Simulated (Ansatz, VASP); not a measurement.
TaN: VASP beside Ansatz

```xyz
2
Lattice="0.0000 2.2113 2.2113 2.2113 0.0000 2.2113 2.2113 2.2113 0.0000" Properties=species:S:1:pos:R:3 pbc="T T T"
Ta    2.2113    2.2113    2.2113
N     0.0000    0.0000    0.0000
```

Alike in both runs: functional r2SCAN; k mesh 10 × 10 × 10; occupations fermi-dirac, width 0.05 eV; no spin polarisation; Hubbard terms Ta d U = 4.0 eV.

|  | VASP | Ansatz |
| --- | --- | --- |
| version | VASP 6.6.1 | Ansatz 0.2.0 |
| potentials or method | VASP PAW PBE potentials, release 64 (Ta_sv_GW, N) | Ansatz PAW |
| plane-wave cutoff (eV) | 770 | 500 |
| valence electrons in the cell | 18 | 18 |
| task | single point | projected density of states |

|  | VASP | Ansatz | Ansatz less VASP |
| --- | --- | --- | --- |
| gap on the k mesh at the Fermi level (eV) | none | none | - |
| pressure (GPa) | 5.7 | -2.4 | -8.09 |

VASP's potentials were made for PBE, not for r2SCAN. The programs project onto different local orbitals, so the same U acts differently, and such runs can settle in different states. A gap of «none» marks a metal or a gap that the smearing closes.

Spin-orbit coupling is off throughout.
